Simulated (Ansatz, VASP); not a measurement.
## Two plane-wave programs on C

```xyz
2
Lattice="0.0000 2.0703 3.4498 1.2516 0.0000 3.4498 1.2516 2.0703 0.0000" Properties=species:S:1:pos:R:3 pbc="T T T"
C     1.2516    0.6902    3.4498
C     1.2516    3.4504    3.4498
```

Change from the starting cell: volume 8.939 Å^3 an atom, stretch along b over the lengths across it, relative to the relaxed cell 0.9555.

Alike in both runs: task single point; functional PBE; dispersion D3(BJ); k mesh 18 × 18 × 18; occupations gaussian, width 0.03 eV; no spin polarisation.

|  | VASP | Ansatz |
| --- | --- | --- |
| version | VASP 6.6.1 | Ansatz 0.2.0 |
| potentials or method | VASP PAW PBE potentials, release 64 (C), cutoff 520 eV | scalar-relativistic, plane waves, PAW |
| valence electrons in the cell | 8 | 8 |

Ansatz gave:

```
gap on the k mesh at the Fermi level (eV)                     : 0.03
least direct gap on the mesh (eV)                             : 0.03
pressure (GPa)                                                : 7.2
traceless stress, the component that is largest in VASP (GPa) : 25.10
rms of the force components (eV/Å)                            : 0.382
```

Q: What did VASP give for the same quantities?

A: gap on the k mesh at the Fermi level (eV): 0.04; least direct gap on the mesh (eV): 0.04; pressure (GPa): 7.6; traceless stress, the component that is largest in VASP (GPa): 25.41; rms of the force components (eV/Å): 0.386.

Atom by atom the forces differ by 0.004 eV/Å (rms over components).
